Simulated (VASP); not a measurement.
# Sr (C2) in VASP: single point with PBEsol

Aim: the single point of Sr with PBEsol.

Everything below comes from runs of VASP 6.6.1. Logs are shortened: lines on timing, memory, paths and dates and some standing lists are left out, and cuts for length are marked.

## 1. The cell of the first run

Symmetry: C2, No. 5, monoclinic system. The conventional cell has a = 4.408 Å, b = 7.636 Å, c = 14.895 Å, α = 90.00°, β = 92.21°, γ = 90.00°. Within 5.4 Å of Sr (site symmetry 1) lie 12 Sr at 4.09 to 4.87 Å. Within 5.8 Å of Sr (site symmetry 2) lie 12 Sr at 4.41 to 4.87 Å. Sr (site symmetry 2) has 12 Sr at 4.09 to 4.42 Å within 5.4 Å.

## 2. Single point, PBEsol (strained and its atoms moved)

INCAR

```
SYSTEM = Sr
ALGO = Fast
EDIFF = 1E-6
ENCUT = 520
GGA = PS
ISIF = 2
ISMEAR = 0
LASPH = .TRUE.
LCHARG = .FALSE.
LREAL = .FALSE.
LWAVE = .FALSE.
NBANDS = 28
NELM = 60
PREC = Accurate
SIGMA = 0.1
```

KPOINTS

```
k-points
0
G
  10 10 4
  0 0 0
```

POSCAR

```
Sr
1.0
    4.4074006691      0.0000000000     -0.0860240789
   -2.2037003346      3.8180384296      0.0430120394
   -0.2836964838      0.0000000000     14.8919376759
Sr
4
Direct
    0.0166531974     -0.0232865812     -0.0177006268
    0.3209282963      0.6418566027      0.2500000000
   -0.0399397787     -0.0232865812      0.5177006268
    0.7023582849      0.4047165598      0.7500000000
```

Potentials or basis: VASP PAW PBE potentials, release 64 (Sr_sv).

Launch:

```sh
cat potpaw_PBE.64/Sr_sv/POTCAR > POTCAR
mpirun -np 1 vasp_std > vasp.out
```

OUTCAR:

```text
SYSTEM = Sr
   EDIFF = 1E-6
   ENCUT = 520
   GGA = PS
   ISIF = 2
   ISMEAR = 0
   LASPH = .TRUE.
   LREAL = .FALSE.
   NELM = 60
   PREC = Accurate

 ion  position               nearest neighbor table
   1  0.017  0.977  0.982-   4 4.09   4 4.41   4 4.42   2 4.61   2 4.73   2 4.87
   2  0.321  0.642  0.250-   1 4.61   3 4.61   3 4.73   1 4.73   3 4.87   1 4.87
   3  0.960  0.977  0.518-   4 4.09   4 4.41   4 4.42   2 4.61   2 4.73   2 4.87
   4  0.702  0.405  0.750-   3 4.09   1 4.09   1 4.41   3 4.41   3 4.42   1 4.42

  LATTYP: Found a base centered monoclinic cell.
 ALAT       =     4.4082401024
 B/A-ratio  =     1.7322279826
 C/A-ratio  =     3.3788177010
 COS(beta)  =    -0.0385540990

  Lattice vectors:

 A1 = (   2.2037003346,  -3.8180384296,  -0.0430120394)
 A2 = (   2.2037003345,   3.8180384296,  -0.0430120395)
 A3 = (  -0.2836964838,   0.0000000000,  14.8919376759)

Analysis of symmetry for initial positions (statically):
=====================================================================
 Subroutine PRICEL returns:
 Original cell was already a primitive cell.

 Routine SETGRP: Setting up the symmetry group for a
 base centered monoclinic supercell.

 Subroutine GETGRP returns: Found  2 space group operations
 (whereof  1 operations were pure point group operations)
 out of a pool of  4 trial point group operations.

The static configuration has the point symmetry C_1 .
 The point group associated with its full space group is C_2 .

Analysis of symmetry for dynamics (positions and initial velocities):
=====================================================================
 Subroutine PRICEL returns:
 Original cell was already a primitive cell.

 Routine SETGRP: Setting up the symmetry group for a
 base centered monoclinic supercell.

 Subroutine GETGRP returns: Found  2 space group operations
 (whereof  1 operations were pure point group operations)
 out of a pool of  4 trial point group operations.

The dynamic configuration has the point symmetry C_1 .
 The point group associated with its full space group is C_2 .

 Subroutine INISYM returns: Found  2 space group operations
 (whereof  1 operations are pure point group operations),
 and found     1 'primitive' translations

----------------------------------------------------------------------------------------

                                     Primitive cell

  volume of cell :     250.5028

  direct lattice vectors                    reciprocal lattice vectors
     4.407400669  0.000000000 -0.086024079     0.226975499  0.130957299  0.004323961
    -2.203700335  3.818038430  0.043012039     0.000000000  0.261914598  0.000000000
    -0.283696484  0.000000000 14.891937676     0.001311136  0.000000000  0.067175406

  length of vectors
     4.408240102  4.408578303 14.894639688     0.262080880  0.261914598  0.067188201

  position of ions in fractional coordinates (direct lattice)
     0.016653197  0.976713419  0.982299373
     0.320928296  0.641856603  0.250000000
     0.960060221  0.976713419  0.517700627
     0.702358285  0.404716560  0.750000000

  ion indices of the primitive-cell ions
   primitive index   ion index
                 1           1
                 2           2
                 3           3
                 4           4

----------------------------------------------------------------------------------------

 KPOINTS: k-points

Automatic generation of k-mesh.
 Grid dimensions read from file:
 generate k-points for:   10   10    4

 Generating k-lattice:

  Cartesian coordinates                     Fractional coordinates (reciprocal lattice)
     0.022697550  0.013095730  0.000432396     0.100000000  0.000000000 -0.000000000
     0.000000000  0.026191460  0.000000000     0.000000000  0.100000000  0.000000000
     0.000327784  0.000000000  0.016793852     0.000000000  0.000000000  0.250000000

  Length of vectors
     0.026208088  0.026191460  0.016797050

  Shift w.r.t. Gamma in fractional coordinates (k-lattice)
     0.000000000  0.000000000  0.000000000

 Subroutine IBZKPT returns following result:
 ===========================================

 Found    117 irreducible k-points:

 Following reciprocal coordinates:
            Coordinates               Weight
  0.000000  0.000000  0.000000      1.000000
  0.100000 -0.000000  0.000000      4.000000
  0.200000 -0.000000  0.000000      4.000000
  0.300000  0.000000  0.000000      4.000000
  0.400000  0.000000 -0.000000      4.000000
  0.500000  0.000000 -0.000000      2.000000
[... 16 lines left out ...]
  0.000000  0.300000  0.000000      2.000000
  0.100000  0.300000  0.000000      4.000000
 [... further k-points ...]
   k-points           NKPTS =    117   k-points in BZ     NKDIM =    117   number of bands    NBANDS=     28
   number of dos      NEDOS =    301   number of ions     NIONS =      4
   total plane-waves  NPLWV = 145152
   dimension x,y,z NGX =    36 NGY =   36 NGZ =  112
   dimension x,y,z NGXF=    72 NGYF=   72 NGZF=  224
   ions per type =               4
   NGX,Y,Z   is equivalent  to a cutoff of  13.58, 13.58, 12.50 a.u.
   NGXF,Y,Z  is equivalent  to a cutoff of  27.15, 27.15, 25.00 a.u.
 SYSTEM =  Sr
   PREC   = accura    normal or accurate (medium, high low for compatibility)
   ISTART =      0    job   : 0-new  1-cont  2-samecut
   ICHARG =      2    charge: 1-file 2-atom 10-const
   ISPIN  =      1    spin polarized calculation?
   LNONCOLLINEAR =      F non collinear calculations
   LSORBIT =      F    spin-orbit coupling
   LASPH  =      T    aspherical Exc in radial PAW
   ENCUT  =  520.0 eV  38.22 Ry    6.18 a.u.   8.20  8.20 27.69*2*pi/ulx,y,z
   NELM   =     60;   NELMIN=  2; NELMDL= -5     # of ELM steps
   EDIFF  = 0.1E-05   stopping-criterion for ELM
   LREAL  =      F    real-space projection
   EDIFFG = 0.1E-04   stopping-criterion for IOM
   NSW    =      0    number of steps for IOM
   IBRION =     -1    ionic relax: 0-MD 1-quasi-New 2-CG
   NFREE  =      0    steps in history (QN), initial steepest desc. (CG)
   ISIF   =      2    stress and relaxation
   ISYM   =      2    0-nonsym 1-usesym 2-fastsym
   POTIM  = 0.5000    time-step for ionic-motion
   TEBEG  =    0.0;   TEEND  =   0.0 temperature during run
   PSTRESS=    0.0 pullay stress
   NELECT =      40.0000    total number of electrons
   NUPDOWN=      -1.0000    fix difference up-down
   EMIN   =  10.00;   EMAX   =-10.00  energy-range for DOS
   EFERMI =   0.00;   METHOD = LEGACY
   ISMEAR =     0;   SIGMA  =   0.10  broadening in eV -4-tet -1-fermi 0-gaus
   EFERMI_NEDOS =   21; number of points for ismear=-14 and -15
   IALGO  =     68    algorithm
   IMIX   =      4    mixing-type and parameters
     AMIX     =   0.40;   BMIX     =  1.00
     AMIX_MAG =   1.60;   BMIX_MAG =  1.00
  volume/ion in A,a.u.               =      62.63       422.62
  Fermi-wavevector in a.u.,A,eV,Ry     =   0.888159  1.678377 10.732631  0.788826
  Thomas-Fermi vector in A             =   2.009552
   LORBIT       =      0    0 simple, 1 ext, 2 COOP (PROOUT), +10 PAW based schemes
   GGA     = PS    functional components
   LHFCALC =     F    Hartree Fock is set to
   AEXX    =    0.0000 exact exchange contribution
   IVDW    =     0    specifies the selected vdW correction
   LEPSILON=     F    determine dielectric tensor
   LRPA    =     F    only Hartree local field effects (RPA)
 non-spin polarized calculation
 RMM-DIIS sequential band-by-band and
 Gauss-broadening in eV      SIGMA  =   0.10
  energy-cutoff  :      520.00
  volume of cell :      250.50
 maximum number of plane-waves:      6770
 NGX is ok and might be reduce to    36
   NGX = 17   NGY = 17   NGZ = 55

 number of electron      40.0000000 magnetization

 Free energy of the ion-electron system (eV)
  ---------------------------------------------------
  ext. energy  EPLUGINS =         0.00000000
  ---------------------------------------------------
  free energy    TOTEN  =        -7.01754883 eV

  energy without entropy =       -6.98828274  energy(sigma->0) =       -7.00291579

 E-fermi :   1.0863     XC(G=0):  -7.0340

 val. band max:        1.0815130770   @ k =   0.0000   0.3000   0.0000
 cond. band min:       1.0926898919   @ k =   0.3000   0.3000   0.5000
 fundamental gap:      0.0111768149
 Fermi energy:         1.0863039414

 k-point     1 :       0.0000    0.0000    0.0000
  band No.  band energies     occupation
      1     -35.8698      2.00000
      2     -35.7208      2.00000
      3     -35.7206      2.00000
      4     -35.5676      2.00000
      5     -17.8454      2.00000
      6     -17.7864      2.00000
[... 20 lines left out ...]
     27       3.2377      0.00000
     28       3.3222      0.00000

 k-point     2 :       0.1000   -0.0000    0.0000
  band No.  band energies     occupation
      1     -35.8692      2.00000
      2     -35.7202      2.00000
      3     -35.7201      2.00000
      4     -35.5671      2.00000
      5     -17.8438      2.00000
      6     -17.7950      2.00000
[... 20 lines left out ...]
     27       3.2602      0.00000
     28       3.3491      0.00000

 k-point     3 :       0.2000   -0.0000    0.0000
  band No.  band energies     occupation
      1     -35.8678      2.00000
      2     -35.7187      2.00000
      3     -35.7186      2.00000
      4     -35.5657      2.00000
      5     -17.8396      2.00000
      6     -17.8210      2.00000
[... 20 lines left out ...]
     27       3.0961      0.00000
     28       3.4072      0.00000

 k-point     4 :       0.3000    0.0000    0.0000
  band No.  band energies     occupation
      1     -35.8660      2.00000
      2     -35.7169      2.00000
      3     -35.7168      2.00000
      4     -35.5639      2.00000
      5     -17.8533      2.00000
      6     -17.8343      2.00000
[... 578 lines left out ...]
     27       2.7784      0.00000
     28       2.9552      0.00000

 k-point    23 :       0.0000    0.3000    0.0000
  band No.  band energies     occupation
      1     -35.8660      2.00000
      2     -35.7169      2.00000
      3     -35.7168      2.00000
      4     -35.5639      2.00000
      5     -17.8548      2.00000
      6     -17.8344      2.00000
[... 20 lines left out ...]
     27       2.8628      0.00000
     28       2.8910      0.00000

 k-point    24 :       0.1000    0.3000    0.0000
  band No.  band energies     occupation
      1     -35.8650      2.00000
      2     -35.7158      2.00000
      3     -35.7158      2.00000
      4     -35.5629      2.00000
      5     -17.8682      2.00000
      6     -17.8318      2.00000
[... 20 lines left out ...]
     27       2.5989      0.00000
     28       2.8394      0.00000

 [... further k-points ...]
[... 5 lines left out ...]
  --------------------------------------------------------------------------------------
  -------------------------------------------------------------------------------------
  Total       -2.6224397     -2.0787542     -2.4471476      0.0000000      0.0000000      0.1844597
  in kB      -16.7727227    -13.2953937    -15.6515811      0.0000000      0.0000000      1.1797757
  external PRESSURE =     -15.2398991 kB  Pullay stress =       0.0000000 kB

 VOLUME and BASIS-vectors are now :
 -----------------------------------------------------------------------------
  energy-cutoff  :      520.00
  volume of cell :      250.50
      direct lattice vectors                 reciprocal lattice vectors
     4.407400669  0.000000000 -0.086024079     0.226975499  0.130957299  0.004323961
    -2.203700335  3.818038430  0.043012039     0.000000000  0.261914598  0.000000000
    -0.283696484  0.000000000 14.891937676     0.001311136  0.000000000  0.067175406

 POSITION                                       TOTAL-FORCE (eV/Angst)
 -----------------------------------------------------------------------------------
     -2.35766      3.72913     14.66892        -0.020746      0.085738      0.246219
     -0.07092      2.45063      3.72298         0.000000     -0.014233      0.000000
      1.93212      3.72913      7.66899         0.020746      0.085738     -0.246219
      1.99093      1.54522     11.12594         0.000000     -0.157244      0.000000
 -----------------------------------------------------------------------------------
    total drift:                                0.000001      0.000166     -0.000000

  FREE ENERGIE OF THE ION-ELECTRON SYSTEM (eV)
  ---------------------------------------------------
  free  energy   TOTEN  =        -7.0175488344 eV

  energy  without entropy=       -6.9882827392  energy(sigma->0) =       -7.00291579
```

Wall time 17 min (1 thread of Intel Xeon Platinum 8488C (Sapphire Rapids), shared host); peak memory 0.78 GiB.

Results:

* Free energy: -7.0175 eV
* Pressure: -1.5 GPa
* Largest force: 0.262 eV/Å
* Band gap on the k mesh: zero (bands 20 and 21 overlap by 0.29 eV)

Forces in eV/Å, atoms in the order of the input:
```
Sr  -0.021  0.086  0.246
Sr   0.000 -0.014  0.000
Sr   0.021  0.086 -0.246
Sr   0.000 -0.157  0.000
```

Stress tensor (GPa, compression positive):
```
-1.68  0.00  0.12
 0.00 -1.33  0.00
 0.12  0.00 -1.57
```

Levels at points of the mesh, in eV from the Fermi level:
```csv
k point,band 16,band 17,band 18,band 19,band 20,band 21,band 22,band 23,band 24,band 25
"(0.00, 0.00, 0.00)",-18.58,-3.47,-2.65,-2.65,-1.18,-0.16,1.01,1.16,2.02,2.12
"(0.50, 0.00, 0.00)",-18.61,-1.12,-0.77,-0.68,-0.49,-0.01,0.10,0.27,0.39,0.90
"(0.00, 0.50, 0.00)",-18.61,-0.99,-0.81,-0.77,-0.56,0.14,0.19,0.42,0.43,0.84
"(0.00, 0.00, 0.50)",-18.58,-3.33,-3.17,-1.91,-1.70,0.23,0.52,1.52,1.91,2.14
"(0.50, 0.00, 0.50)",-18.61,-1.08,-0.88,-0.59,-0.52,-0.01,0.10,0.29,0.41,0.84
"(0.00, 0.50, 0.50)",-18.61,-0.95,-0.90,-0.72,-0.56,0.16,0.18,0.42,0.44,0.84
```

Caveat: the cell differs from its parent crystal (strained and its atoms moved); the PAW data sets were made with another functional, which shifts forces and pressure a little.
